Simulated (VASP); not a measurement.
TiB2, 3 atoms in the cell. Symmetry: P6/mmm, No. 191, hexagonal system. The conventional cell has a = 2.996 Å, b = 2.996 Å, c = 3.155 Å, α = 90.00°, β = 90.00°, γ = 120.00°. Ti (site symmetry 6/mmm) has 12 B at 2.34 Å and 8 Ti at 3.00 to 3.16 Å within 3.2 Å. B (site symmetry -6m2) has 3 B at 1.73 Å and 6 Ti at 2.34 Å within 2.4 Å. 

* Program: VASP 6.6.1
* Task: single point
* Functional: LDA
* Potentials or basis: VASP PAW LDA potentials, release 64 (Ti_sv, B)
* Cutoff: 520 eV
* k mesh: 12 × 12 × 10
* Occupations: tetrahedron
* Spin: no spin polarisation
* Dipole correction: no
* Further INCAR settings: ALGO = Normal; EDIFF = 1e-06; NBANDS = 16

Potentials or basis: VASP PAW LDA potentials, release 64 (Ti_sv, B).

Launch:

```bash
$ cat potpaw_LDA.64/Ti_sv/POTCAR potpaw_LDA.64/B/POTCAR > POTCAR
$ mpirun -np 1 vasp_std > vasp.out
```

Hardware: 1 thread of Intel Xeon 8259CL (shared host).

Q: How long does it take, and how much memory?

A: It took 39 s on 1 thread of Intel Xeon 8259CL, with other jobs on the host, peak memory 0.17 GiB. Counts: scf iterations 15, k points 114.
